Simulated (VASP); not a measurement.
Runs of VASP 6.6.1 on CdTe. The structure is that of space group F-43m (No. 216), or close to it. The cells are those of the table. 

| task | cell | cutoff (eV) | gap on the mesh (eV) | pressure (GPa) |
| --- | --- | --- | --- | --- |
| single point | a = 4.569 Å, angles 60.0, 60.0, 90.0°, 2 atoms | 520 | (d) | 2.1 |
| single point | a = 4.514 Å, angles 60.0, 60.0, 90.0°, 2 atoms | 520 | (c) | (b) |
| relaxation of cell and atoms | relaxed to -2 GPa from a = 4.636 Å, angles 60.0, 60.0, 90.0°, 2 atoms | 600 | 0.97 | -2.0 |
| single point | a = 4.443 Å, angles 60.0, 60.0, 90.0°, 2 atoms | 520 | 1.58 | 7.1 |
| single point | a = 4.725 Å, angles 60.0, 60.0, 90.0°, 2 atoms | 520 | (a) | -1.9 |
| single point | a = 4.386 Å, angles 60.0, 60.0, 90.0°, 2 atoms | 520 | 1.72 | 10.2 |

Alike in all rows: level r2SCAN; potentials or basis VASP PAW PBE potentials, release 64 (Cd, Te); no spin polarisation; k mesh 6 × 6 × 6; smearing gaussian 0.01 eV.

Task: Estimate the missing entries.

Result: (a) 0.98; (b) 4.1; (c) 1.42; (d) 1.30.

Caveats: the PAW data sets were made with another functional, which shifts forces and pressure a little; spin-orbit coupling is left out, which moves the levels of the heavy elements; the cell is relaxed towards a set pressure, so the enthalpy falls and the energy may rise (some runs).

A k mesh can miss the band edges, and the runs leave out spin-orbit coupling on Cd, Te.
